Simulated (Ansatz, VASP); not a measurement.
ZrSi2: VASP beside Ansatz

Contents of INCAR:

```
SYSTEM = ZrSi2
  PREC = Accurate
  ENCUT = 600
  EDIFF = 1E-6
  ISMEAR = 0
  SIGMA = 0.1
  LREAL = .False.
  LASPH = .True.
  NELM = 100
  ALGO = Normal
  ISIF = 3
  LWAVE = .False.
  LCHARG = .False.
  GGA = PE
  IBRION = 2
  NSW = 90
  EDIFFG = -0.04
```

File KPOINTS:

```
regular mesh
0
Gamma
  6 6 4
  0 0 0
```

The input POSCAR:

```
ZrSi2
1.0
    3.7316759159      0.0000000000      0.0000000000
   -1.8658379580      3.2317261419      0.0000000000
    0.0000000000      0.0000000000      4.0292181817
Zr Si
1 2
Direct
    0.0000000000      0.0000000000      0.0000000000
    0.3333333333      0.6666666667      0.5000000000
    0.6666666667      0.3333333333      0.5000000000
```

Input for Ansatz:

```yaml
crystal:
  lattice:
    - [3.7316759159, 0.0, 0.0]
    - [-1.865837958, 3.2317261419, 0.0]
    - [0.0, 0.0, 4.0292181817]
  atoms:
    - { symbol: Zr, position: [0.0, 0.0, 0.0] }
    - { symbol: Si, position: [0.3333333333, 0.6666666667, 0.5] }
    - { symbol: Si, position: [0.6666666667, 0.3333333333, 0.5] }
basis:
  ecutwfc: 420
kpoints:
  mp_grid: { grid: [6, 6, 4] }
hamiltonian:
  xc: pbe
scf:
  occupations: { method: gaussian, width: 0.1 }
  lower_state_search: "off"
output:
  forces: true
  stress: true
  eigenvalues: true
relax:
  adjacent_minimum: "off"
  f_tol: 0.04
  max_steps: 70
  cell: { stress_tol: 0.4 }
```

Alike in both runs: task relaxation of cell and atoms; functional PBE; k mesh 6 × 6 × 4; occupations gaussian, width 0.1 eV; no spin polarisation.

```csv
,VASP,Ansatz
version,VASP 6.6.1,Ansatz 0.2.0
potentials or method,"VASP PAW PBE potentials, release 64 (Zr_sv, Si), cutoff 600 eV","scalar-relativistic, plane waves, PAW"
valence electrons in the cell,20,20
```

|  | VASP | Ansatz | Ansatz less VASP |
| --- | --- | --- | --- |
| gap on the k mesh at the Fermi level, each at its own relaxed structure (eV) | none | none | - |
| relaxed volume (Å³/atom) | 16.76 | 16.76 | +0.001 |
| relaxed cell length with the largest relative difference (Å) | 3.605 | 3.605 | -0.0005 |

A gap of «none» marks a metal or a gap that the smearing closes.

The k mesh is coarse, so the values compare programs but aren't converged.
